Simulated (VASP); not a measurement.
Wanted: the native input for a VASP 6.6.1 run.

```
Task                   : single point
Functional             : PBE
Potentials or basis    : VASP PAW PBE potentials, release 64 (Na_pv, Li_sv, C)
Cutoff                 : 520 eV
k mesh                 : 12 × 12 × 12
Occupations            : gaussian, width 0.1 eV
Spin                   : no spin polarisation
Dipole correction      : no
Further INCAR settings : ALGO = Normal; EDIFF = 1e-06; NBANDS = 19
```

The structure of NaLiC3 lies in POSCAR:

```
NaLiC3
1.0
    1.8815678976      1.0863237322      4.7176885243
   -1.8815678976      1.0863237322      4.7176885243
    0.0000000000     -2.1726474644      4.7176885243
Na Li C
1 1 3
Direct
    0.0000000000      0.0000000000      0.0000000000
    0.5000000000      0.5000000000      0.5000000000
    0.0000000000      0.0000000000      0.5000000000
    0.5000000000      0.0000000000      0.0000000000
    0.0000000000      0.5000000000      0.0000000000
```

The cell was generated, and may not be a known phase.

These files were run (other wordings do the same):

INCAR

```
SYSTEM = NaLiC3
PREC = Accurate
ENCUT = 520
EDIFF = 1E-6
ISMEAR = 0
SIGMA = 0.1
LREAL = .False.
LASPH = .True.
NELM = 80
ALGO = Normal
ISIF = 2
LWAVE = .False.
LCHARG = .True.
GGA = PE
LELF = .True.
LVHAR = .True.
NBANDS = 19
```

KPOINTS

```
Automatic mesh
0
Gamma
  12 12 12
  0 0 0
```

Potentials or basis: VASP PAW PBE potentials, release 64 (Na_pv, Li_sv, C).

Launch:

```bash
$ cat potpaw_PBE.64/Na_pv/POTCAR potpaw_PBE.64/Li_sv/POTCAR potpaw_PBE.64/C/POTCAR > POTCAR
$ mpirun -np 1 vasp_std > vasp.out
```

It gave:

```
Band gap on the k mesh : zero (bands 11 and 12 overlap by 1.52 eV)
```

Run time: 3.9 min on 1 thread of Oxide Virtual Turin-like Processor (shared host), peak memory 0.32 GiB.
